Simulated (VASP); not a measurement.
## ZnO: relaxation of cell and atoms with PBE

ZnO:

```
Zn O
1.0
    -1.96874    1.96874    3.46549
     1.96874   -1.96874    3.46549
     1.96874    1.96874   -3.46549
Zn O
2 2
Direct
  0.00000 0.00000 0.00000
  0.50000 0.50000 0.00000
  0.27551 0.27551 0.00000
  0.72449 0.72449 0.00000
```

| Item | Value |
| --- | --- |
| Program | VASP 6.6.1 |
| Task | relaxation of cell and atoms |
| Functional | PBE |
| Potentials or basis | VASP PAW PBE potentials, release 64 (Zn, O) |
| Cutoff | 600 eV |
| k mesh | 6 × 6 × 6 |
| Occupations | gaussian, width 0.1 eV |
| Spin | no spin polarisation |
| Dipole correction | no |
| Further INCAR settings | ALGO = Normal; EDIFF = 1e-06; IBRION = 2; EDIFFG = -0.04; NSW = 90; ISIF = 3 |

* Relaxed volume: 20.57 Å³/atom
* Relaxed cell: a = 4.886 Å, b = 4.886 Å, c = 4.886 Å, α = 120.17°, β = 120.17°, γ = 89.70°
* Space group after relaxing (to 0.05 Å): P4/mmm (No. 123)
* Energy gained by relaxing: 634.7 meV/atom
* Ionic steps: 18
* Pressure after relaxing: -0.2 GPa
* Largest force after relaxing: 0.004 eV/Å
* Band gap on the k mesh: 0.47 eV, indirect (least direct gap 1.12 eV)

Forces in eV/Å, atoms in the order of the input:
```
Zn   0.000  0.000  0.000
Zn   0.000  0.000  0.000
O    0.000  0.000  0.004
O    0.000  0.000 -0.004
```

Step by step:
| step | energy change (eV) | largest force (eV/Å) | pressure (GPa) | volume (Å³) |
| --- | --- | --- | --- | --- |
| 1 | 0.0000 | 8.8458 | 25.28 | 53.73 |
| 2 | 0.5483 | 0.8507 | -8.08 | 71.58 |
| 3 | 0.0030 | 0.7616 | -8.53 | 67.69 |
| 4 | -0.4853 | 0.7075 | -7.92 | 64.50 |
| 5 | -1.2510 | 0.0890 | -2.23 | 58.98 |
| 6 | -1.2950 | 1.9081 | 5.47 | 56.32 |
| 7 | -1.3322 | 0.8615 | 1.39 | 57.52 |
| 8 | -1.3337 | 1.0192 | 2.06 | 57.31 |
| 9 | -1.8826 | 1.9564 | 11.73 | 60.19 |
| 10 | -1.9005 | 1.2703 | 9.69 | 59.84 |
| 11 | -2.3060 | 0.6271 | 4.11 | 67.97 |
| 12 | -2.5197 | 0.2090 | -0.93 | 79.77 |
| 13 | -2.5221 | 0.3300 | -1.60 | 81.65 |
| 14 | -2.4179 | 0.2158 | 4.37 | 84.18 |
| 15 | -2.5378 | 0.2293 | -0.15 | 82.36 |
| 16 | -2.5378 | 0.2265 | -0.09 | 82.37 |
| 17 | -2.5375 | 0.2674 | -0.13 | 82.19 |
| 18 | -2.5389 | 0.0045 | -0.18 | 82.29 |

Final structure:
```cif
data_structure
_symmetry_space_group_name_H-M 'P 1'
_symmetry_Int_Tables_number 1
_cell_length_a 4.8865
_cell_length_b 4.8865
_cell_length_c 4.8865
_cell_angle_alpha 120.172
_cell_angle_beta 120.172
_cell_angle_gamma 89.703
_cell_volume 82.29
loop_
_atom_site_label
_atom_site_type_symbol
_atom_site_fract_x
_atom_site_fract_y
_atom_site_fract_z
_atom_site_occupancy
Zn1 Zn 0.00000 0.00000 0.00000 1
Zn2 Zn 0.50000 0.50000 0.00000 1
O1 O 0.24998 0.24998 0.00000 1
O2 O 0.75002 0.75002 0.00000 1
```

Levels at points of the mesh, in eV from the valence-band top:
| k point | band 16 | band 17 | band 18 | band 19 | band 20 | band 21 |
| --- | --- | --- | --- | --- | --- | --- |
| (0.00, 0.00, 0.00) | -1.29 | -0.64 | -0.64 | 0.47 | 4.51 | 4.51 |
| (0.50, 0.00, 0.00) | -1.23 | -1.13 | -1.13 | 3.62 | 3.62 | 6.92 |
| (0.50, 0.50, 0.00) | -1.15 | -0.83 | 0.00 | 2.85 | 2.88 | 4.55 |
| (0.50, 0.50, 0.50) | -2.39 | -0.07 | -0.07 | 5.16 | 5.64 | 6.33 |

It took 4.1 min on 1 thread of Intel(R) Xeon(R) 6975P-C (Granite Rapids), with other jobs on the host, peak memory 0.22 GiB.

Caveat: the volume moved by over 15 % at a fixed basis, so the end points are rough. A k mesh can miss the band edges.
